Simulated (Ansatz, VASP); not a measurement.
**AlN in VASP and in Ansatz**

Contents of INCAR:

```
SYSTEM = AlN
PREC = Accurate ; ENCUT = 520
EDIFF = 1E-6 ; ISMEAR = 0
SIGMA = 0.05 ; LREAL = Auto
LASPH = .True. ; NELM = 60
ALGO = Normal ; ISIF = 2
LWAVE = .False. ; LCHARG = .False.
GGA = PE ; NBANDS = 46
```

Contents of KPOINTS:

```
regular mesh
0
Gamma
  4 8 3
  0 0 0
```

Contents of POSCAR:

```
AlN
1.0
   -1.5651197814     -2.7108669814      5.0179796556
    1.5651197814     -2.7108669814      0.0000000000
    7.8255989073     -1.0843467926      8.5305654145
Al N
8 8
Direct
    0.5992823459      0.9304547824      0.0981155127
    0.3242823459     -0.0945452176      0.8481155127
    0.1742823459      0.2554547824      0.3481155127
   -0.2507176541      0.5804547824      0.5981155127
    0.7451156792      0.0346214491      0.3064488460
    0.1701156792      0.7096214491      0.0564488460
    0.3201156792      0.3596214491      0.5564488460
   -0.1048843208     -0.3153785509      0.8064488460
    0.8186693208      0.6729135509      0.1935011540
   -0.4563306792     -0.3520864491      0.9435011540
    0.3936693208     -0.0020864491      0.4435011540
   -0.0313306792      0.3229135509      0.6935011540
   -0.0354973459     -0.2229197824      0.4018344873
    0.3895026541      0.4520802176      0.1518344873
    0.5395026541      0.1020802176      0.6518344873
    0.1145026541     -0.5729197824      0.9018344873
```

Input for Ansatz:

```yaml
crystal:
  lattice:
    - [-1.5651197814, -2.7108669814, 5.0179796556]
    - [1.5651197814, -2.7108669814, 0.0]
    - [7.8255989073, -1.0843467926, 8.5305654145]
  atoms:
    - { symbol: Al, position: [0.5992823459, 0.9304547824, 0.0981155127] }
    - { symbol: Al, position: [0.3242823459, -0.0945452176, 0.8481155127] }
    - { symbol: Al, position: [0.1742823459, 0.2554547824, 0.3481155127] }
    - { symbol: Al, position: [-0.2507176541, 0.5804547824, 0.5981155127] }
    - { symbol: Al, position: [0.7451156792, 0.0346214491, 0.306448846] }
    - { symbol: Al, position: [0.1701156792, 0.7096214491, 0.056448846] }
    - { symbol: Al, position: [0.3201156792, 0.3596214491, 0.556448846] }
    - { symbol: Al, position: [-0.1048843208, -0.3153785509, 0.806448846] }
    - { symbol: "N", position: [0.8186693208, 0.6729135509, 0.193501154] }
    - { symbol: "N", position: [-0.4563306792, -0.3520864491, 0.943501154] }
    - { symbol: "N", position: [0.3936693208, -0.0020864491, 0.443501154] }
    - { symbol: "N", position: [-0.0313306792, 0.3229135509, 0.693501154] }
    - { symbol: "N", position: [-0.0354973459, -0.2229197824, 0.4018344873] }
    - { symbol: "N", position: [0.3895026541, 0.4520802176, 0.1518344873] }
    - { symbol: "N", position: [0.5395026541, 0.1020802176, 0.6518344873] }
    - { symbol: "N", position: [0.1145026541, -0.5729197824, 0.9018344873] }
basis:
  ecutwfc: 420
kpoints:
  mp_grid: { grid: [4, 8, 3] }
hamiltonian:
  xc: pbe
scf:
  occupations: { method: gaussian, width: 0.05 }
output:
  forces: true
  stress: true
  eigenvalues: true
```

Alike in both runs: task single point; functional PBE; k mesh 4 × 8 × 3; occupations gaussian, width 0.05 eV; no spin polarisation.

|  | VASP | Ansatz |
| --- | --- | --- |
| version | VASP 6.6.1 | Ansatz 0.2.0 |
| potentials or method | VASP PAW PBE potentials, release 64 (Al, N), cutoff 520 eV | scalar-relativistic, plane waves, PAW |
| valence electrons in the cell | 64 | 64 |

```tsv
	VASP	Ansatz	Ansatz less VASP
gap on the k mesh at the Fermi level (eV)	0.15	0.15	+0.001
least direct gap on the mesh (eV)	0.33	0.33	0.000
pressure (GPa)	5.0	5.2	+0.22
traceless stress, the component that is largest in VASP (GPa)	15.20	15.21	+0.012
rms of the force components (eV/Å)	2.351	2.351	+0.0001
```

Atom by atom the forces differ by 0.006 eV/Å (rms over components). With one functional, cell and mesh, what is left measures potentials, basis and numerics.
